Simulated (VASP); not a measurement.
# CdS (F-43m) in VASP: a series of runs

The runs below take CdS through single point, relaxation of cell and atoms, with PBE+D3(BJ).

Everything below comes from runs of VASP 6.6.1. Logs are shortened: lines on timing, memory, paths and dates and some standing lists are left out, and cuts for length are marked.

### Step 1. The cell of the first run

It takes space group F-43m (No. 216, cubic). The conventional cell has a = 5.820 Å, b = 5.820 Å, c = 5.820 Å, α = 90.00°, β = 90.00°, γ = 90.00°. Within 3.3 Å of Cd (site symmetry -43m) lie 4 S at 2.52 Å. S (site symmetry -43m) has 4 Cd at 2.52 Å within 3.3 Å.

### Step 2. Single point, PBE+D3(BJ)

File INCAR:

```
PREC = Accurate ; ENCUT = 520
EDIFF = 1E-6 ; ISMEAR = 0
SIGMA = 0.1 ; LREAL = False
LASPH = True ; NELM = 100
ALGO = Normal ; ISIF = 2
LWAVE = False ; LCHARG = False
GGA = PE ; IVDW = 12
NBANDS = 16
```

File KPOINTS:

```
Automatic mesh
0
Gamma
  6 6 6
```

File POSCAR:

```
CdS
1.0
    0.0000000000      2.9100000000      2.9100000000
    2.9100000000      0.0000000000      2.9100000000
    2.9100000000      2.9100000000      0.0000000000
Cd S
1 1
Direct
    0.0000000000      0.0000000000      0.0000000000
    0.7500000000      0.7500000000      0.7500000000
```

Potentials or basis: VASP PAW PBE potentials, release 64 (Cd, S).

Started as:

```sh
$ cat potpaw_PBE.64/Cd/POTCAR potpaw_PBE.64/S/POTCAR > POTCAR
$ mpirun -np 1 vasp_std > vasp.out
```

OUTCAR:

```text
PREC = Accurate
   ENCUT = 520
   EDIFF = 1E-6
   ISMEAR = 0
   LREAL = False
   LASPH = True
   NELM = 100
   ISIF = 2
   GGA = PE
   IVDW = 12
 IVDW          = 12

 ion  position               nearest neighbor table
   1  0.000  0.000  0.000-   2 2.52   2 2.52   2 2.52   2 2.52
   2  0.750  0.750  0.750-   1 2.52   1 2.52   1 2.52   1 2.52

  LATTYP: Found a face centered cubic cell.
 ALAT       =     5.8200000000

  Lattice vectors:

 A1 = (   0.0000000000,   2.9100000000,   2.9100000000)
 A2 = (   2.9100000000,   0.0000000000,   2.9100000000)
 A3 = (   2.9100000000,   2.9100000000,   0.0000000000)

Analysis of symmetry for initial positions (statically):
=====================================================================
 Subroutine PRICEL returns:
 Original cell was already a primitive cell.

 Routine SETGRP: Setting up the symmetry group for a
 face centered cubic supercell.

 Subroutine GETGRP returns: Found 24 space group operations
 (whereof 24 operations were pure point group operations)
 out of a pool of 48 trial point group operations.

The static configuration has the point symmetry T_d .

Analysis of symmetry for dynamics (positions and initial velocities):
=====================================================================
 Subroutine PRICEL returns:
 Original cell was already a primitive cell.

 Routine SETGRP: Setting up the symmetry group for a
 face centered cubic supercell.

 Subroutine GETGRP returns: Found 24 space group operations
 (whereof 24 operations were pure point group operations)
 out of a pool of 48 trial point group operations.

The dynamic configuration has the point symmetry T_d .

 Subroutine INISYM returns: Found 24 space group operations
 (whereof 24 operations are pure point group operations),
 and found     1 'primitive' translations

----------------------------------------------------------------------------------------

                                     Primitive cell

  volume of cell :      49.2843

  direct lattice vectors                    reciprocal lattice vectors
     0.000000000  2.910000000  2.910000000    -0.171821306  0.171821306  0.171821306
     2.910000000  0.000000000  2.910000000     0.171821306 -0.171821306  0.171821306
     2.910000000  2.910000000  0.000000000     0.171821306  0.171821306 -0.171821306

  length of vectors
     4.115361467  4.115361467  4.115361467     0.297603232  0.297603232  0.297603232

  position of ions in fractional coordinates (direct lattice)
     0.000000000  0.000000000  0.000000000
     0.750000000  0.750000000  0.750000000

  ion indices of the primitive-cell ions
   primitive index   ion index
                 1           1
                 2           2

----------------------------------------------------------------------------------------

 KPOINTS: Automatic mesh

Automatic generation of k-mesh.
 Grid dimensions read from file:
 generate k-points for:    6    6    6

 Generating k-lattice:

  Cartesian coordinates                     Fractional coordinates (reciprocal lattice)
    -0.028636884  0.028636884  0.028636884     0.166666667  0.000000000  0.000000000
     0.028636884 -0.028636884  0.028636884     0.000000000  0.166666667  0.000000000
     0.028636884  0.028636884 -0.028636884     0.000000000  0.000000000  0.166666667

  Length of vectors
     0.049600539  0.049600539  0.049600539

  Shift w.r.t. Gamma in fractional coordinates (k-lattice)
     0.000000000  0.000000000  0.000000000

 Subroutine IBZKPT returns following result:
 ===========================================

 Found     16 irreducible k-points:

 Following reciprocal coordinates:
            Coordinates               Weight
  0.000000  0.000000  0.000000      1.000000
  0.166667  0.000000  0.000000      8.000000
  0.333333  0.000000  0.000000      8.000000
  0.500000  0.000000  0.000000      4.000000
  0.166667  0.166667  0.000000      6.000000
  0.333333  0.166667  0.000000     24.000000
[... 8 lines left out ...]
 -0.333333  0.333333  0.166667     24.000000
 -0.333333  0.500000  0.166667     12.000000
   k-points           NKPTS =     16   k-points in BZ     NKDIM =     16   number of bands    NBANDS=     16
   number of dos      NEDOS =    301   number of ions     NIONS =      2
   total plane-waves  NPLWV =  32768
   dimension x,y,z NGX =    32 NGY =   32 NGZ =   32
   dimension x,y,z NGXF=    64 NGYF=   64 NGZF=   64
   ions per type =               1   1
   NGX,Y,Z   is equivalent  to a cutoff of  12.93, 12.93, 12.93 a.u.
   NGXF,Y,Z  is equivalent  to a cutoff of  25.85, 25.85, 25.85 a.u.
 SYSTEM =  unknown system
   PREC   = accura    normal or accurate (medium, high low for compatibility)
   ISTART =      0    job   : 0-new  1-cont  2-samecut
   ICHARG =      2    charge: 1-file 2-atom 10-const
   ISPIN  =      1    spin polarized calculation?
   LNONCOLLINEAR =      F non collinear calculations
   LSORBIT =      F    spin-orbit coupling
   LASPH  =      T    aspherical Exc in radial PAW
   ENCUT  =  520.0 eV  38.22 Ry    6.18 a.u.   7.65  7.65  7.65*2*pi/ulx,y,z
   NELM   =    100;   NELMIN=  2; NELMDL= -5     # of ELM steps
   EDIFF  = 0.1E-05   stopping-criterion for ELM
   LREAL  =      F    real-space projection
   EDIFFG = 0.1E-04   stopping-criterion for IOM
   NSW    =      0    number of steps for IOM
   IBRION =     -1    ionic relax: 0-MD 1-quasi-New 2-CG
   NFREE  =      0    steps in history (QN), initial steepest desc. (CG)
   ISIF   =      2    stress and relaxation
   ISYM   =      2    0-nonsym 1-usesym 2-fastsym
   POTIM  = 0.5000    time-step for ionic-motion
   TEBEG  =    0.0;   TEEND  =   0.0 temperature during run
   PSTRESS=    0.0 pullay stress
   NELECT =      18.0000    total number of electrons
   NUPDOWN=      -1.0000    fix difference up-down
   EMIN   =  10.00;   EMAX   =-10.00  energy-range for DOS
   EFERMI =   0.00;   METHOD = LEGACY
   ISMEAR =     0;   SIGMA  =   0.10  broadening in eV -4-tet -1-fermi 0-gaus
   EFERMI_NEDOS =   21; number of points for ismear=-14 and -15
   IALGO  =     38    algorithm
   IMIX   =      4    mixing-type and parameters
     AMIX     =   0.40;   BMIX     =  1.00
     AMIX_MAG =   1.60;   BMIX_MAG =  1.00
  volume/ion in A,a.u.               =      24.64       166.29
  Fermi-wavevector in a.u.,A,eV,Ry     =   1.170207  2.211371 18.631605  1.369384
  Thomas-Fermi vector in A             =   2.306669
   LORBIT       =      0    0 simple, 1 ext, 2 COOP (PROOUT), +10 PAW based schemes
   GGA     = PE    functional components
   LHFCALC =     F    Hartree Fock is set to
   AEXX    =    0.0000 exact exchange contribution
   IVDW    =    12    specifies the selected vdW correction
   LEPSILON=     F    determine dielectric tensor
   LRPA    =     F    only Hartree local field effects (RPA)
 non-spin polarized calculation
 Gauss-broadening in eV      SIGMA  =   0.10
  energy-cutoff  :      520.00
  volume of cell :       49.28
 maximum number of plane-waves:      1363
 NGX is ok and might be reduce to    32
   NGX = 15   NGY = 15   NGZ = 15

 number of electron      18.0000003 magnetization

 Free energy of the ion-electron system (eV)
  ---------------------------------------------------
  ext. energy  EPLUGINS =         0.00000000
  ---------------------------------------------------
  free energy    TOTEN  =        -6.11190494 eV

  energy without entropy =       -6.11190494  energy(sigma->0) =       -6.11190494

 E-fermi :   1.8004     XC(G=0):  -9.1802

 val. band max:        1.3743885434   @ k =   0.0000   0.0000   0.0000
 cond. band min:       2.5377232873   @ k =   0.0000   0.0000   0.0000
 fundamental gap:      1.1633347439
 Fermi energy:         1.8004096686

 k-point     1 :       0.0000    0.0000    0.0000
  band No.  band energies     occupation
      1     -11.0366      2.00000
      2      -6.3805      2.00000
      3      -6.3805      2.00000
      4      -6.3805      2.00000
      5      -5.8916      2.00000
      6      -5.8916      2.00000
[... 8 lines left out ...]
     15      12.8639      0.00000
     16      12.8639      0.00000

 k-point     2 :       0.1667    0.0000    0.0000
  band No.  band energies     occupation
      1     -10.9289      2.00000
      2      -6.3421      2.00000
      3      -6.3421      2.00000
      4      -6.2802      2.00000
      5      -5.8923      2.00000
      6      -5.8923      2.00000
[... 8 lines left out ...]
     15      12.0749      0.00000
     16      13.2422      0.00000

 k-point     3 :       0.3333    0.0000    0.0000
  band No.  band energies     occupation
      1     -10.7123      2.00000
      2      -6.2795      2.00000
      3      -6.2795      2.00000
      4      -5.9042      2.00000
      5      -5.8745      2.00000
      6      -5.8745      2.00000
[... 8 lines left out ...]
     15      12.4981      0.00000
     16      12.4981      0.00000

 k-point     4 :       0.5000    0.0000    0.0000
  band No.  band energies     occupation
      1     -10.6048      2.00000
      2      -6.2580      2.00000
      3      -6.2580      2.00000
      4      -5.8530      2.00000
      5      -5.8530      2.00000
      6      -5.5054      2.00000
[... 8 lines left out ...]
     15      13.9389      0.00000
     16      13.9389      0.00000
[... 172 lines left out ...]
 k-point    14 :       0.5000    0.3333    0.1667
  band No.  band energies     occupation
      1     -10.5744      2.00000
      2      -6.1881      2.00000
      3      -6.1802      2.00000
      4      -5.9910      2.00000
      5      -5.8511      2.00000
      6      -5.5978      2.00000
[... 8 lines left out ...]
     15      14.4167      0.00000
     16      14.6366      0.00000

 k-point    15 :      -0.3333    0.3333    0.1667
  band No.  band energies     occupation
      1     -10.5062      2.00000
      2      -6.1843      2.00000
      3      -6.1404      2.00000
      4      -5.9334      2.00000
      5      -5.8730      2.00000
      6      -5.3258      2.00000
[... 8 lines left out ...]
     15      13.8858      0.00000
     16      14.7239      0.00000

 k-point    16 :      -0.3333    0.5000    0.1667
  band No.  band energies     occupation
      1     -10.4729      2.00000
      2      -6.1492      2.00000
      3      -6.1023      2.00000
      4      -5.9711      2.00000
      5      -5.8488      2.00000
      6      -5.2945      2.00000
[... 8 lines left out ...]
     15      14.5967      0.00000
     16      14.7186      0.00000

------------------------ aborting loop because EDIFF is reached ----------------------------------------

 Edisp (eV)   -0.61795

 E8    (eV) :    -0.2519

  FORCE on cell =-STRESS in cart. coord.  units (eV):
  Direction    XX          YY          ZZ          XY          YZ          ZX
  --------------------------------------------------------------------------------------
  -------------------------------------------------------------------------------------
  Total       0.43497     0.43497     0.43497     0.00000     0.00000    -0.00000
  in kB      14.14033    14.14033    14.14033     0.00000     0.00000    -0.00000
  external pressure =       14.14 kB  Pullay stress =        0.00 kB

 VOLUME and BASIS-vectors are now :
 -----------------------------------------------------------------------------
  energy-cutoff  :      520.00
  volume of cell :       49.28
      direct lattice vectors                 reciprocal lattice vectors
     0.000000000  2.910000000  2.910000000    -0.171821306  0.171821306  0.171821306
     2.910000000  0.000000000  2.910000000     0.171821306 -0.171821306  0.171821306
     2.910000000  2.910000000  0.000000000     0.171821306  0.171821306 -0.171821306

 POSITION                                       TOTAL-FORCE (eV/Angst)
 -----------------------------------------------------------------------------------
      0.00000      0.00000      0.00000        -0.000000     -0.000000     -0.000000
      4.36500      4.36500      4.36500         0.000000      0.000000      0.000000
 -----------------------------------------------------------------------------------
    total drift:                                0.000000      0.000000      0.000000

  FREE ENERGIE OF THE ION-ELECTRON SYSTEM (eV)
  ---------------------------------------------------
  free  energy   TOTEN  =        -6.7298563435 eV

  energy  without entropy=       -6.7298563435  energy(sigma->0) =       -6.72985634
```

It took 9.5 s on 1 thread of AMD EPYC 9R45 (Zen 5), shared host; peak memory 0.15 GiB.

Results:

* Free energy: -6.7299 eV
* Pressure: 1.4 GPa
* Band gap on the k mesh: 1.16 eV, direct
* Dispersion energy per atom: -0.309 eV

Expect the measured gap to be larger: semilocal functionals such as PBE lack the derivative discontinuity.

### Step 3. Single point, PBE+D3(BJ)

This run uses another cell than the first one, of 25.04 Å³/atom, 1.016 times its volume.

File INCAR:

```
SYSTEM = CdS
  PREC = Accurate
  ENCUT = 520
  EDIFF = 1E-6
  ISMEAR = 0
  SIGMA = 0.02
  LREAL = .FALSE.
  LASPH = .TRUE.
  NELM = 60
  ALGO = Normal
  ISIF = 2
  LWAVE = .FALSE.
  LCHARG = .FALSE.
  GGA = PE
  IVDW = 12
  NBANDS = 16
```

File KPOINTS:

```
regular mesh
0
G
  8 8 8
  0 0 0
```

File POSCAR:

```
CdS
1.0
    0.0000000000      2.9256832347      2.9256832347
    2.9256832347      0.0000000000      2.9256832347
    2.9256832347      2.9256832347      0.0000000000
Cd S
1 1
Direct
    0.0000000000      0.0000000000      0.0000000000
    0.7500000000      0.7500000000      0.7500000000
```

Potentials or basis: VASP PAW PBE potentials, release 64 (Cd, S).

Started as:

```sh
$ cat potpaw_PBE.64/Cd/POTCAR potpaw_PBE.64/S/POTCAR > POTCAR
$ mpirun -np 1 vasp_std > vasp.out
```

OUTCAR:

```text
SYSTEM = CdS
   PREC = Accurate
   ENCUT = 520
   EDIFF = 1E-6
   ISMEAR = 0
   LREAL = .FALSE.
   LASPH = .TRUE.
   NELM = 60
   ISIF = 2
   GGA = PE
   IVDW = 12
 IVDW          = 12

 ion  position               nearest neighbor table
   1  0.000  0.000  0.000-   2 2.53   2 2.53   2 2.53   2 2.53
   2  0.750  0.750  0.750-   1 2.53   1 2.53   1 2.53   1 2.53

  LATTYP: Found a face centered cubic cell.
 ALAT       =     5.8513664694

  Lattice vectors:

 A1 = (   0.0000000000,   2.9256832347,   2.9256832347)
 A2 = (   2.9256832347,   0.0000000000,   2.9256832347)
 A3 = (   2.9256832347,   2.9256832347,   0.0000000000)

Analysis of symmetry for initial positions (statically):
=====================================================================
 Subroutine PRICEL returns:
 Original cell was already a primitive cell.

 Routine SETGRP: Setting up the symmetry group for a
 face centered cubic supercell.

 Subroutine GETGRP returns: Found 24 space group operations
 (whereof 24 operations were pure point group operations)
 out of a pool of 48 trial point group operations.

The static configuration has the point symmetry T_d .
[... 160 lines left out ...]

 E-fermi :   1.3410     XC(G=0):  -9.1056

 val. band max:        1.2338125790   @ k =   0.0000   0.0000   0.0000
 cond. band min:       2.3628132223   @ k =   0.0000   0.0000   0.0000
 fundamental gap:      1.1290006433
 Fermi energy:         1.3410280515

 k-point     1 :       0.0000    0.0000    0.0000
  band No.  band energies     occupation
      1     -11.0784      2.00000
      2      -6.4604      2.00000
      3      -6.4604      2.00000
      4      -6.4604      2.00000
      5      -5.9933      2.00000
      6      -5.9933      2.00000
[... 433 lines left out ...]
      3      -6.2632      2.00000
      4      -6.0180      2.00000
      5      -5.9671      2.00000
      6      -5.5103      2.00000
[... 8 lines left out ...]
     15      13.5111      0.00000
     16      14.3739      0.00000

 [... further k-points ...]

------------------------ aborting loop because EDIFF is reached ----------------------------------------

 Edisp (eV)   -0.60681

 E8    (eV) :    -0.2472

  FORCE on cell =-STRESS in cart. coord.  units (eV):
  Direction    XX          YY          ZZ          XY          YZ          ZX
  --------------------------------------------------------------------------------------
  -------------------------------------------------------------------------------------
  Total       0.12161     0.12161     0.12161     0.00000    -0.00000     0.00000
  in kB       3.89018     3.89018     3.89018     0.00000    -0.00000     0.00000
  external pressure =        3.89 kB  Pullay stress =        0.00 kB

 VOLUME and BASIS-vectors are now :
 -----------------------------------------------------------------------------
  energy-cutoff  :      520.00
  volume of cell :       50.09
      direct lattice vectors                 reciprocal lattice vectors
     0.000000000  2.925683235  2.925683235    -0.170900251  0.170900251  0.170900251
     2.925683235  0.000000000  2.925683235     0.170900251 -0.170900251  0.170900251
     2.925683235  2.925683235  0.000000000     0.170900251  0.170900251 -0.170900251

 POSITION                                       TOTAL-FORCE (eV/Angst)
 -----------------------------------------------------------------------------------
      0.00000      0.00000      0.00000        -0.000000     -0.000000     -0.000000
      4.38852      4.38852      4.38852         0.000000      0.000000      0.000000
 -----------------------------------------------------------------------------------
    total drift:                                0.000000      0.000000      0.000000

  FREE ENERGIE OF THE ION-ELECTRON SYSTEM (eV)
  ---------------------------------------------------
  free  energy   TOTEN  =        -6.7366416990 eV

  energy  without entropy=       -6.7366416990  energy(sigma->0) =       -6.73664170
```

OSZICAR:

```text
N       E                     dE             d eps       ncg     rms          rms(c)
DAV:   1     0.108713544380E+03    0.10871E+03   -0.90363E+03   936   0.103E+03
DAV:   2    -0.244323081020E+01   -0.11116E+03   -0.10490E+03  1128   0.254E+02
DAV:   3    -0.664944567548E+01   -0.42062E+01   -0.41985E+01  1160   0.519E+01
DAV:   4    -0.667506054933E+01   -0.25615E-01   -0.25613E-01  1152   0.394E+00
DAV:   5    -0.667541300973E+01   -0.35246E-03   -0.35246E-03  1160   0.435E-01    0.796E+00
DAV:   6    -0.614841252197E+01    0.52700E+00   -0.84065E-01  1392   0.115E+01    0.641E+00
DAV:   7    -0.612942387517E+01    0.18989E-01   -0.19616E-01  1152   0.302E+00    0.313E+00
DAV:   8    -0.612970861860E+01   -0.28474E-03   -0.17866E-02  1080   0.169E+00    0.303E-01
DAV:   9    -0.612963308504E+01    0.75534E-04   -0.21057E-03  1144   0.675E-01    0.582E-02
DAV:  10    -0.612975670628E+01   -0.12362E-03   -0.24704E-04  1120   0.160E-01    0.675E-02
DAV:  11    -0.612984047501E+01   -0.83769E-04   -0.13335E-04  1080   0.918E-02    0.231E-02
DAV:  12    -0.612983222539E+01    0.82496E-05   -0.25424E-05  1256   0.653E-02    0.102E-02
DAV:  13    -0.612983354461E+01   -0.13192E-05   -0.43673E-06  1096   0.123E-02    0.118E-02
DAV:  14    -0.612983319576E+01    0.34885E-06   -0.32735E-07   832   0.340E-03
   1 F= -.67366417E+01 E0= -.67366417E+01  d E =-.218564E-16
```

stdout:

```text
POSCAR found type information on POSCAR CdS
 POSCAR found :  2 types and       2 ions
 scaLAPACK will be used
 LDA part: xc-table for (Slater+PW92), standard interpolation
 POSCAR, INCAR and KPOINTS ok, starting setup
 FFT: planning ... GRIDC
 FFT: planning ... GRID_SOFT
 FFT: planning ... GRID
 WAVECAR not read
 entering main loop
```

Run time: 15 s. Hardware: 1 thread of AMD EPYC 9R45 (Zen 5), shared host; peak memory 0.16 GiB.

Results:

* Free energy: -6.7366 eV
* Pressure: 0.4 GPa
* Band gap on the k mesh: 1.13 eV, direct
* Dispersion energy per atom: -0.303 eV

(Part 1 of 2 ends here.)
